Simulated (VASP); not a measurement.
Mo, 2 atoms in the cell. The structure is hexagonal, space group P6_3/mmc (No. 194). Conventional cell: a = 2.379 Å, b = 2.379 Å, c = 3.813 Å, α = 90.00°, β = 90.00°, γ = 120.00°. Within 3.1 Å of Mo (site symmetry -6m2) lie 12 Mo at 2.35 to 2.38 Å. This isn't the form of Mo at room conditions, which is bcc.

| Property | Result |
| --- | --- |
| Program | VASP 6.6.1 |
| Task | single point |
| Functional | PBE |
| Potentials or basis | VASP PAW PBE potentials, release 64 (Mo_sv) |
| Cutoff | 520 eV |
| k mesh | 15 × 15 × 8 |
| Occupations | fermi-dirac, width 0.08 eV |
| Spin | no spin polarisation |
| Dipole correction | no |
| Further INCAR settings | ALGO = Normal; EDIFF = 1e-06; NBANDS = 21 |

Potentials or basis: VASP PAW PBE potentials, release 64 (Mo_sv).

Launch:

```sh
$ cat potpaw_PBE.64/Mo_sv/POTCAR > POTCAR
$ mpirun -np 1 vasp_std > vasp.out
```

Hardware: 1 thread of Intel Xeon 8259CL (shared host).

**Question.** How long does it take, and how much memory?

**Answer.** Wall time 40 s on 1 thread of Intel Xeon 8259CL, with other jobs on the host, peak memory 0.16 GiB. Counts: scf iterations 11, k points 135.
